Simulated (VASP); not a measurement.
Runs of VASP 6.6.1 on GaSb. The structure is that of space group F-43m (No. 216), or close to it. The cells are those of the table. 

```tsv
task	cell	k mesh for the DOS	occupations for the DOS	gap on the mesh (eV)	pressure (GPa)
single point	a = 4.369 Å, angles 60.0°, 2 atoms	-	-	(a)	0.9
electric field gradients	a = 4.239 Å, angles 60.0°, 2 atoms	-	-	(b)	6.3
electric field gradients	a = 4.326 Å, angles 60.0°, 2 atoms	-	-	-	2.4
single point	a = 4.282 Å, angles 60.0°, 2 atoms	-	-	0.26	4.2
```

Alike in all rows: level PBE; potentials or basis VASP PAW PBE potentials, release 64 (Ga_d, Sb); no spin polarisation; k mesh 9 × 9 × 9; cutoff (eV) 520; smearing fermi-dirac 0.05 eV.

Problem. Estimate the missing entries.

Solution. (a) none; (b) 0.48.

Caveats: spin-orbit coupling is left out, which moves the levels of the heavy elements.

A k mesh can miss the band edges, and the runs leave out spin-orbit coupling on Ga, Sb.
